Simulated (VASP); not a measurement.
Input of a VASP 6.6.1 run:

File INCAR:

```
SYSTEM = TiN
ALGO     = Normal         ! electronic algorithm
EDIFF    = 1E-6           ! SCF threshold, eV
ENCUT    = 520            ! plane-wave cutoff, eV
GGA      = PS             ! functional
ISIF     = 2              ! what is computed and relaxed
ISMEAR   = 0              ! smearing method
LASPH    = .True.         ! aspherical terms in the spheres
LCHARG   = .True.         ! write CHGCAR
LELF     = .True.         ! ELF
LREAL    = .False.        ! projectors in reciprocal space
LVHAR    = .True.       
LWAVE    = .False.        ! write WAVECAR
NBANDS   = 16             ! bands
NELM     = 80             ! most SCF steps
PREC     = Accurate       ! precision mode
SIGMA    = 0.15           ! smearing width, eV
```

The input KPOINTS:

```
k-points
0
Gamma
  20 20 20
  0 0 0
```

The input POSCAR:

```
TiN
1.0
    0.0000000000      2.1295887000      2.1295887000
    2.1295887000      0.0000000000      2.1295887000
    2.1295887000      2.1295887000      0.0000000000
Ti N
1 1
Direct
    0.0000000000      0.0000000000      0.0000000000
    0.5000000000      0.5000000000      0.5000000000
```

Potentials or basis: VASP PAW PBE potentials, release 64 (Ti_sv, N).

Launch:

```sh
$ cat potpaw_PBE.64/Ti_sv/POTCAR potpaw_PBE.64/N/POTCAR > POTCAR
$ mpirun -np 1 vasp_std > vasp.out
```

(1) Predict the pressure.

Results:

(1) -10.4 GPa.

Caveat: the PAW data sets were made with another functional, which shifts forces and pressure a little.
